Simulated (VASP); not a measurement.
NaB, 2 atoms in the cell. It takes space group Fm-3m (No. 225, cubic). The conventional cell has a = 5.403 Å, b = 5.403 Å, c = 5.403 Å, α = 90.00°, β = 90.00°, γ = 90.00°. Within 3.6 Å of Na (site symmetry m-3m) lie 6 B at 2.70 Å. Within 3.6 Å of B (site symmetry m-3m) lie 6 Na at 2.70 Å. 

* Program: VASP 6.6.1
* Task: single point
* Functional: PBE
* Potentials or basis: VASP PAW PBE potentials, release 64 (Na_pv, B)
* Cutoff: 520 eV
* k mesh: 9 × 9 × 9
* Occupations: fermi-dirac, width 0.15 eV
* Spin: no spin polarisation
* Dipole correction: no
* Further INCAR settings: ALGO = Normal; EDIFF = 1e-06; NBANDS = 12

Potentials or basis: VASP PAW PBE potentials, release 64 (Na_pv, B).

Command:

```console
$ cat potpaw_PBE.64/Na_pv/POTCAR potpaw_PBE.64/B/POTCAR > POTCAR
$ mpirun -np 1 vasp_std > vasp.out
```

Hardware: 1 thread of Intel(R) Xeon(R) Platinum 8488C (Sapphire Rapids), with other jobs on the host.

How long does it take, and how much memory?

Run time: 6.3 s on 1 thread of Intel(R) Xeon(R) Platinum 8488C (Sapphire Rapids), with other jobs on the host, peak memory 0.15 GiB. Counts: scf iterations 10, k points 35.
